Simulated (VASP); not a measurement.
# BiBrO (P4/nmm) in VASP: electric field gradients with LDA

Aim: the electric field gradients of BiBrO with LDA.

All numbers are computed with VASP 6.6.1; they aren't measurements. Logs are shortened: lines on timing, memory, paths and dates and some standing lists are left out, and cuts for length are marked.

## (1) The cell of the first run

Symmetry: P4/nmm, No. 129, tetragonal system. Conventional cell: a = 3.883 Å, b = 3.883 Å, c = 7.886 Å, α = 90.00°, β = 90.00°, γ = 90.00°. Within 3.0 Å of Bi (site symmetry 4mm) lie 4 O at 2.31 Å. Br (site symmetry 4mm) has 6 Bi at 3.13 to 3.99 Å and 4 O at 3.36 Å and 8 Br at 3.64 to 3.88 Å within 4.1 Å. O (site symmetry -4m2) has 4 Bi at 2.31 Å and 4 O at 2.75 Å within 3.0 Å.

## (2) Electric field gradients, LDA

INCAR reads:

```
SYSTEM = BiBrO
ALGO = Normal
EDIFF = 1E-8
ENCUT = 520
ISIF = 2
ISMEAR = 0
LASPH = .TRUE.
LCHARG = .FALSE.
LEFG = .TRUE.
LREAL = .FALSE.
LWAVE = .FALSE.
NBANDS = 37
NELM = 80
PREC = Accurate
SIGMA = 0.01
```

KPOINTS reads:

```
k-points
0
G
  8 8 4
  0 0 0
```

POSCAR reads:

```
BiBrO
1.0
    3.8828637203      0.0000000000      0.0000000000
    0.0000000000      3.8828637203      0.0000000000
    0.0000000000      0.0000000000      7.8859125154
Bi Br O
2 2 2
Direct
    0.0000000000      0.5000000000      0.1575804512
    0.5000000000      0.0000000000      0.8424195488
    0.0000000000      0.5000000000      0.6516935747
    0.5000000000      0.0000000000      0.3483064253
    0.0000000000      0.0000000000      0.0000000000
    0.5000000000      0.5000000000      0.0000000000
```

Potentials or basis: VASP PAW LDA potentials, release 64 (Bi_d, Br, O).

The run is started by

```console
$ cat potpaw_LDA.64/Bi_d/POTCAR potpaw_LDA.64/Br/POTCAR potpaw_LDA.64/O/POTCAR > POTCAR
$ mpirun -np 1 vasp_std > vasp.out
```

OUTCAR:

```text
SYSTEM = BiBrO
   EDIFF = 1E-8
   ENCUT = 520
   ISIF = 2
   ISMEAR = 0
   LASPH = .TRUE.
   LREAL = .FALSE.
   NELM = 80
   PREC = Accurate

 ion  position               nearest neighbor table
   1  0.000  0.500  0.158-   5 2.31   6 2.31   5 2.31   6 2.31   4 3.13   4 3.13   4 3.13   4 3.13
                             2 3.70   2 3.70   2 3.70   2 3.70
   2  0.500  0.000  0.842-   5 2.31   6 2.31   6 2.31   5 2.31   3 3.13   3 3.13   3 3.13   3 3.13
                             1 3.70   1 3.70   1 3.70   1 3.70
   3  0.000  0.500  0.652-   2 3.13   2 3.13   2 3.13   2 3.13
   4  0.500  0.000  0.348-   1 3.13   1 3.13   1 3.13   1 3.13
   5  0.000  0.000  0.000-   1 2.31   2 2.31   1 2.31   2 2.31
   6  0.500  0.500  0.000-   1 2.31   2 2.31   2 2.31   1 2.31

  LATTYP: Found a simple tetragonal cell.
 ALAT       =     3.8828637203
 C/A-ratio  =     2.0309526894

  Lattice vectors:

 A1 = (   3.8828637203,   0.0000000000,   0.0000000000)
 A2 = (   0.0000000000,   3.8828637203,   0.0000000000)
 A3 = (   0.0000000000,   0.0000000000,   7.8859125154)

Analysis of symmetry for initial positions (statically):
=====================================================================
 Subroutine PRICEL returns:
 Original cell was already a primitive cell.

 Routine SETGRP: Setting up the symmetry group for a
 simple tetragonal supercell.

 Subroutine GETGRP returns: Found 16 space group operations
 (whereof  8 operations were pure point group operations)
 out of a pool of 16 trial point group operations.

The static configuration has the point symmetry D_2d.
 The point group associated with its full space group is D_4h.

Analysis of symmetry for dynamics (positions and initial velocities):
=====================================================================
 Subroutine PRICEL returns:
 Original cell was already a primitive cell.

 Routine SETGRP: Setting up the symmetry group for a
 simple tetragonal supercell.

 Subroutine GETGRP returns: Found 16 space group operations
 (whereof  8 operations were pure point group operations)
 out of a pool of 16 trial point group operations.

The dynamic configuration has the point symmetry D_2d.
 The point group associated with its full space group is D_4h.

 Subroutine INISYM returns: Found 16 space group operations
 (whereof  8 operations are pure point group operations),
 and found     1 'primitive' translations

----------------------------------------------------------------------------------------

                                     Primitive cell

  volume of cell :     118.8930

  direct lattice vectors                    reciprocal lattice vectors
     3.882863720  0.000000000  0.000000000     0.257541874  0.000000000  0.000000000
     0.000000000  3.882863720  0.000000000     0.000000000  0.257541874  0.000000000
     0.000000000  0.000000000  7.885912515     0.000000000  0.000000000  0.126808407

  length of vectors
     3.882863720  3.882863720  7.885912515     0.257541874  0.257541874  0.126808407

  position of ions in fractional coordinates (direct lattice)
     0.000000000  0.500000000  0.157580451
     0.500000000  0.000000000  0.842419549
     0.000000000  0.500000000  0.651693575
     0.500000000  0.000000000  0.348306425
     0.000000000  0.000000000  0.000000000
     0.500000000  0.500000000  0.000000000

  ion indices of the primitive-cell ions
   primitive index   ion index
                 1           1
                 2           2
                 3           3
                 4           4
                 5           5
                 6           6

----------------------------------------------------------------------------------------

[... 62 lines left out ...]
   ICHARG =      2    charge: 1-file 2-atom 10-const
   ISPIN  =      1    spin polarized calculation?
   LNONCOLLINEAR =      F non collinear calculations
   LSORBIT =      F    spin-orbit coupling
   LASPH  =      T    aspherical Exc in radial PAW
   ENCUT  =  520.0 eV  38.22 Ry    6.18 a.u.   7.22  7.22 14.66*2*pi/ulx,y,z
   NELM   =     80;   NELMIN=  2; NELMDL= -5     # of ELM steps
   EDIFF  = 0.1E-07   stopping-criterion for ELM
   LREAL  =      F    real-space projection
   EDIFFG = 0.1E-06   stopping-criterion for IOM
   NSW    =      0    number of steps for IOM
   IBRION =     -1    ionic relax: 0-MD 1-quasi-New 2-CG
   NFREE  =      0    steps in history (QN), initial steepest desc. (CG)
   ISIF   =      2    stress and relaxation
   ISYM   =      2    0-nonsym 1-usesym 2-fastsym
   POTIM  = 0.5000    time-step for ionic-motion
   TEBEG  =    0.0;   TEEND  =   0.0 temperature during run
   PSTRESS=    0.0 pullay stress
   NELECT =      56.0000    total number of electrons
   NUPDOWN=      -1.0000    fix difference up-down
   EMIN   =  10.00;   EMAX   =-10.00  energy-range for DOS
   EFERMI =   0.00;   METHOD = LEGACY
   ISMEAR =     0;   SIGMA  =   0.01  broadening in eV -4-tet -1-fermi 0-gaus
   EFERMI_NEDOS =   21; number of points for ismear=-14 and -15
   IALGO  =     38    algorithm
   IMIX   =      4    mixing-type and parameters
     AMIX     =   0.40;   BMIX     =  1.00
     AMIX_MAG =   1.60;   BMIX_MAG =  1.00
  volume/ion in A,a.u.               =      19.82       133.72
  Fermi-wavevector in a.u.,A,eV,Ry     =   1.273754  2.407045 22.074748  1.622448
  Thomas-Fermi vector in A             =   2.406560
   LORBIT       =      0    0 simple, 1 ext, 2 COOP (PROOUT), +10 PAW based schemes
   GGA     = CA    functional components
   LHFCALC =     F    Hartree Fock is set to
   AEXX    =    0.0000 exact exchange contribution
   IVDW    =     0    specifies the selected vdW correction
   LEPSILON=     F    determine dielectric tensor
   LRPA    =     F    only Hartree local field effects (RPA)
 non-spin polarized calculation
 Gauss-broadening in eV      SIGMA  =   0.01
  energy-cutoff  :      520.00
  volume of cell :      118.89
 maximum number of plane-waves:      3232
 NGX is ok and might be reduce to    30
   NGX = 15   NGY = 15   NGZ = 29

 number of electron      55.9999989 magnetization

 Free energy of the ion-electron system (eV)
  ---------------------------------------------------
  ext. energy  EPLUGINS =         0.00000000
  ---------------------------------------------------
  free energy    TOTEN  =       -31.93592752 eV

  energy without entropy =      -31.93592752  energy(sigma->0) =      -31.93592752

 E-fermi :   4.7114     XC(G=0): -10.6483

 val. band max:        4.6583709475   @ k =   0.3750   0.0000   0.5000
 cond. band min:       6.6830056657   @ k =   0.0000   0.0000   0.5000
 fundamental gap:      2.0246347182
 Fermi energy:         4.7113729316

 k-point     1 :       0.0000    0.0000    0.0000
  band No.  band energies     occupation
      1     -17.5426      2.00000
      2     -17.3333      2.00000
      3     -17.3333      2.00000
      4     -17.3198      2.00000
      5     -17.3169      2.00000
      6     -17.2790      2.00000
[... 949 lines left out ...]
     36      13.6153      0.00000
     37      13.8379      0.00000

 [... further k-points ...]

------------------------ aborting loop because EDIFF is reached ----------------------------------------

  FORCE on cell =-STRESS in cart. coord.  units (eV):
  Direction    XX          YY          ZZ          XY          YZ          ZX
  --------------------------------------------------------------------------------------
  -------------------------------------------------------------------------------------
  Total        0.2320474      0.2320474      0.1793450      0.0000000     -0.0000000      0.0000000
  in kB        3.1270234      3.1270234      2.4168155      0.0000000     -0.0000000      0.0000000
  external PRESSURE =       2.8902874 kB  Pullay stress =       0.0000000 kB

 VOLUME and BASIS-vectors are now :
 -----------------------------------------------------------------------------
  energy-cutoff  :      520.00
  volume of cell :      118.89
      direct lattice vectors                 reciprocal lattice vectors
     3.882863720  0.000000000  0.000000000     0.257541874  0.000000000  0.000000000
     0.000000000  3.882863720  0.000000000     0.000000000  0.257541874  0.000000000
     0.000000000  0.000000000  7.885912515     0.000000000  0.000000000  0.126808407

 POSITION                                       TOTAL-FORCE (eV/Angst)
 -----------------------------------------------------------------------------------
      0.00000      1.94143      1.24267         0.000000     -0.000000      0.078652
      1.94143      0.00000      6.64325        -0.000000      0.000000     -0.078652
      0.00000      1.94143      5.13920         0.000000     -0.000000     -0.009178
      1.94143      0.00000      2.74671         0.000000      0.000000      0.009178
      0.00000      0.00000      0.00000        -0.000000      0.000000     -0.000000
      1.94143      1.94143      0.00000         0.000000     -0.000000     -0.000000
 -----------------------------------------------------------------------------------
    total drift:                                0.000000      0.000000      0.000000

  FREE ENERGIE OF THE ION-ELECTRON SYSTEM (eV)
  ---------------------------------------------------
  free  energy   TOTEN  =       -31.9359275162 eV

  energy  without entropy=      -31.9359275162  energy(sigma->0) =      -31.93592752

 Electric field gradients (V/A^2)
---------------------------------------------------------------------
 ion       V_xx      V_yy      V_zz      V_xy      V_xz      V_yz
---------------------------------------------------------------------
   1      44.887    44.887   -89.774    -0.000     0.000     0.000
   2      44.887    44.887   -89.774    -0.000     0.000     0.000
   3      27.091    27.091   -54.182     0.000     0.000    -0.000
   4      27.091    27.091   -54.182     0.000    -0.000    -0.000
   5       2.232     2.232    -4.465    -0.000     0.000     0.000
   6       2.232     2.232    -4.465    -0.000     0.000    -0.000
---------------------------------------------------------------------

 Electric field gradients after diagonalization (V/A^2)
 (convention: |V_zz| > |V_xx| > |V_yy|)
----------------------------------------------------------------------
 ion       V_xx      V_yy      V_zz     asymmetry (V_yy - V_xx)/ V_zz
----------------------------------------------------------------------
   1      44.887    44.887   -89.774       0.000
   2      44.887    44.887   -89.774       0.000
   3      27.091    27.091   -54.182       0.000
   4      27.091    27.091   -54.182       0.000
   5       2.232     2.232    -4.465       0.000
   6       2.232     2.232    -4.465       0.000
----------------------------------------------------------------------

           NMR quadrupolar parameters

 Cq : quadrupolar parameter    Cq=e*Q*V_zz/h
 eta: asymmetry parameters     (V_yy - V_xx)/ V_zz
 Q  : nuclear electric quadrupole moment in mb (millibarn)
----------------------------------------------------------------------
 ion       Cq(MHz)       eta       Q (mb)
----------------------------------------------------------------------
   1      -0.217       0.000       1.000
   2      -0.217       0.000       1.000
   3      -0.131       0.000       1.000
   4      -0.131       0.000       1.000
   5      -0.011       0.000       1.000
   6      -0.011       0.000       1.000
----------------------------------------------------------------------
```

Run time: 2.9 min. Hardware: 1 thread of AMD EPYC 7R13 (Zen 3), shared host; peak memory 0.26 GiB.

What came out:

* Free energy: -31.9359 eV
* Pressure: 0.3 GPa
* Largest force: 0.079 eV/Å
* Band gap on the k mesh: 2.02 eV (least direct gap 2.24 eV)
* Largest electric field gradient by atom: Bi -89.8; Br -54.2; O -4.5 V/Å²

Forces on the atoms (eV/Å):
```
Bi   0.000  0.000  0.079
Bi   0.000  0.000 -0.079
Br   0.000  0.000 -0.009
Br   0.000  0.000  0.009
O    0.000  0.000  0.000
O    0.000  0.000  0.000
```

Electric field gradients, principal values (V/Å²):
```tsv
atom	least	middle	greatest (by size)
1 Bi	44.887	44.887	-89.774
2 Bi	44.887	44.887	-89.774
3 Br	27.091	27.091	-54.182
4 Br	27.091	27.091	-54.182
5 O	2.232	2.232	-4.465
6 O	2.232	2.232	-4.465
```

Caveat: without QUAD_EFG the Cq values of the log hold for a quadrupole moment of 1 mb, not for the nuclei; spin-orbit coupling is left out, which moves the levels of the heavy elements.
